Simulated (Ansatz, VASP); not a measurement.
One calculation of Pd, two programs

```xyz
1
Lattice="0.0000 1.9216 1.9216 1.9216 0.0000 1.9216 1.9216 1.9216 0.0000" Properties=species:S:1:pos:R:3 pbc="T T T"
Pd    0.0000    0.0000    0.0000
```

Alike in both runs: functional LDA; k mesh 18 × 18 × 18; occupations fermi-dirac, width 0.15 eV; no spin polarisation.

Ansatz relaxed the structure, and its values are those at the end. VASP's run is a single point on that final structure, the one shown.

|  | VASP | Ansatz |
| --- | --- | --- |
| version | VASP 6.6.1 | Ansatz 0.2.0 |
| potentials or method | VASP PAW LDA potentials, release 64 (Pd), cutoff 520 eV | scalar-relativistic, plane waves, PAW |
| valence electrons in the cell | 10 | 18 |

|  | VASP | Ansatz | Ansatz less VASP |
| --- | --- | --- | --- |
| gap on the k mesh at the Fermi level (eV) | none | none | - |
| pressure (GPa) | 0.3 | 0.0 | -0.33 |

Ansatz warns that its potentials were made for another functional, while VASP's fit it. LDA's correlation is that of Perdew and Zunger in VASP and of Perdew and Wang (1992) in Ansatz. A gap of «none» marks a metal or a gap that the smearing closes. VASP's potentials hold 10 valence electrons a cell and Ansatz's 18, so a difference there can come from the potentials and not from the codes.
